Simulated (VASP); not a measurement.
Wanted: the native input for a VASP 6.6.1 run.

* Task: single point
* Functional: r2SCAN
* Potentials or basis: VASP PAW PBE potentials, release 64 (Hf_pv, S)
* Cutoff: 550 eV
* k mesh: 12 × 12 × 4
* Occupations: fermi-dirac, width 0.02 eV
* Spin: non-collinear spin, zero start, spin-orbit coupling
* Starting moments: [[0.0, 0.0, 0.0], [0.0, 0.0, 0.0], [0.0, 0.0, 0.0]] μB
* Dipole correction: no
* Further INCAR settings: ALGO = Normal; EDIFF = 1e-06; NBANDS = 35

The system is HfS2.

```
Hf S
1.0
     3.52139    0.00000    0.00000
    -1.76069    3.04961    0.00000
     0.00000    0.00000    5.95020
Hf S
1 2
Cartesian
  0.0000 0.0000 0.0000
  0.0000 2.0331 1.4855
  1.7607 1.0165 4.4647
```

This cell differs from its parent crystal: epitaxial xy strain -3.0%.

One way to write it, as run:

POSCAR

```
HfS2
1.0
    3.5213870797      0.0000000000      0.0000000000
   -1.7606935398      3.0496106676      0.0000000000
    0.0000000000      0.0000000000      5.9501995588
Hf S
1 2
Direct
    0.0000000000      0.0000000000      0.0000000000
    0.3333333333      0.6666666667      0.2496609635
    0.6666666667      0.3333333333      0.7503390365
```

INCAR.step1

```
SYSTEM = HfS2
PREC     = Accurate       ! precision mode
ENCUT    = 550            ! plane-wave cutoff, eV
ISMEAR   = -1             ! smearing method
SIGMA    = 0.02           ! smearing width, eV
LREAL    = .False.        ! projectors in reciprocal space
LASPH    = .True.         ! aspherical terms in the spheres
NELM     = 200            ! most SCF steps
MAGMOM   = 0 0 0 0 0 0 0 0 0 ! initial moments
LSORBIT  = .True.         ! spin-orbit coupling
GGA_COMPAT= .False.      
LMAXMIX  = 4              ! l up to which the mixer works
NBANDS   = 35             ! bands
GGA      = PE             ! functional
ALGO     = Normal         ! electronic algorithm
EDIFF    = 1E-5           ! SCF threshold, eV
LWAVE    = .True.         ! write WAVECAR
LCHARG   = .False.        ! write CHGCAR
```

INCAR.step2

```
SYSTEM = HfS2
PREC     = Accurate       ! precision mode
ENCUT    = 550            ! plane-wave cutoff, eV
EDIFF    = 1E-6           ! SCF threshold, eV
ISMEAR   = -1             ! smearing method
SIGMA    = 0.02           ! smearing width, eV
LREAL    = .False.        ! projectors in reciprocal space
LASPH    = .True.         ! aspherical terms in the spheres
NELM     = 200            ! most SCF steps
ALGO     = Normal         ! electronic algorithm
ISIF     = 2              ! what is computed and relaxed
LWAVE    = .False.        ! write WAVECAR
LCHARG   = .False.        ! write CHGCAR
MAGMOM   = 0 0 0 0 0 0 0 0 0 ! initial moments
LORBIT   = 11             ! projections on sites
LSORBIT  = .True.         ! spin-orbit coupling
GGA_COMPAT= .False.      
LORBMOM  = .True.       
LMAXMIX  = 4              ! l up to which the mixer works
METAGGA  = R2SCAN         ! meta-GGA
LMIXTAU  = .True.       
NBANDS   = 35             ! bands
ISTART   = 1
```

KPOINTS

```
Automatic mesh
0
Gamma
  12 12 4
  0 0 0
```

Potentials or basis: VASP PAW PBE potentials, release 64 (Hf_pv, S).

Command:

```sh
$ cat potpaw_PBE.64/Hf_pv/POTCAR potpaw_PBE.64/S/POTCAR > POTCAR
$ cp INCAR.step1 INCAR
$ mpirun -np 1 vasp_ncl > vasp.out
$ cp INCAR.step2 INCAR
$ mpirun -np 1 vasp_ncl > vasp.out
```

It gave:

```
Pressure                                              : 4.3 GPa
Largest force                                         : 0.126 eV/Å
Net moment                                            : 0.00 μB per cell
Valence electrons inside the program's atomic spheres : Hf 8.42; S 3.80
```

Caveat: the cell differs from its parent crystal (epitaxial xy strain -3.0%); the stress differs along the axes, from 0 to 6 GPa; the PAW data sets were made with another functional, which shifts forces and pressure a little.

Wall time 13 min on 1 thread of Intel(R) Xeon(R) 6975P-C (Granite Rapids), with other jobs on the host, peak memory 0.54 GiB.
